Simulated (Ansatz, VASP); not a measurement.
One calculation of BeCd2, two programs

```
CELL_PARAMETERS angstrom
0.00000 3.10231 3.10231
3.10231 0.00000 3.10231
3.10231 3.10231 0.00000
ATOMIC_POSITIONS crystal
Be 0.25000 0.25000 0.25000
Cd 0.50000 0.50000 0.50000
Cd 0.75000 0.75000 0.75000
```

Alike in both runs: task single point; functional PBE; k mesh 6 × 6 × 6; occupations gaussian, width 0.1 eV; no spin polarisation.

|  | VASP | Ansatz |
| --- | --- | --- |
| version | VASP 6.6.1 | Ansatz 0.2.0 |
| potentials or method | VASP PAW PBE potentials, release 64 (Be, Cd), cutoff 520 eV | scalar-relativistic, plane waves, PAW |
| valence electrons in the cell | 26 | 42 |

|  | VASP | Ansatz | Ansatz less VASP |
| --- | --- | --- | --- |
| gap on the k mesh at the Fermi level (eV) | none | none | - |
| pressure (GPa) | 3.7 | 3.3 | -0.45 |

A gap of «none» marks a metal or a gap that the smearing closes. VASP's potentials hold 26 valence electrons a cell and Ansatz's 42, so a difference there can come from the potentials and not from the codes.
